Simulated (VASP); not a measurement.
A run of VASP 6.6.1 is set up as follows.

The input INCAR:

```
SYSTEM = SnSe
PREC = Accurate
ENCUT = 600
EDIFF = 1E-7
ISMEAR = -1
SIGMA = 0.05
LREAL = .False.
LASPH = .True.
NELM = 100
ALGO = Normal
ISIF = 3
LWAVE = .False.
LCHARG = .False.
GGA = PS
IVDW = 12
IBRION = 2
NSW = 80
EDIFFG = -0.02
```

KPOINTS

```
regular mesh
0
Gamma
  8 8 8
  0 0 0
```

Contents of POSCAR:

```
SnSe
1.0
    0.0000000000      3.0100000000      3.0100000000
    3.0100000000      0.0000000000      3.0100000000
    3.0100000000      3.0100000000      0.0000000000
Sn Se
1 1
Direct
    0.0000000000      0.0000000000      0.0000000000
    0.5000000000      0.5000000000      0.5000000000
```

Potentials or basis: VASP PAW PBE potentials, release 64 (Sn_d, Se).

Run with:

```console
$ cat potpaw_PBE.64/Sn_d/POTCAR potpaw_PBE.64/Se/POTCAR > POTCAR
$ mpirun -np 1 vasp_std > vasp.out
```

Q: Estimate the dispersion energy per atom.

A: -0.355 eV.

Q: Estimate the relaxed cell.

A: a = 4.153 Å, b = 4.153 Å, c = 4.153 Å, α = 60.00°, β = 60.00°, γ = 60.00°.

The path:
```csv
step,energy change (eV),largest force (eV/Å),pressure (GPa),volume (Å³)
1,0.0000,0.0000,-3.85,54.54
2,-0.0446,0.0000,1.46,49.53
3,-0.0497,0.0000,0.00,50.66
```

Caveat: the PAW data sets were made with another functional, which shifts forces and pressure a little.
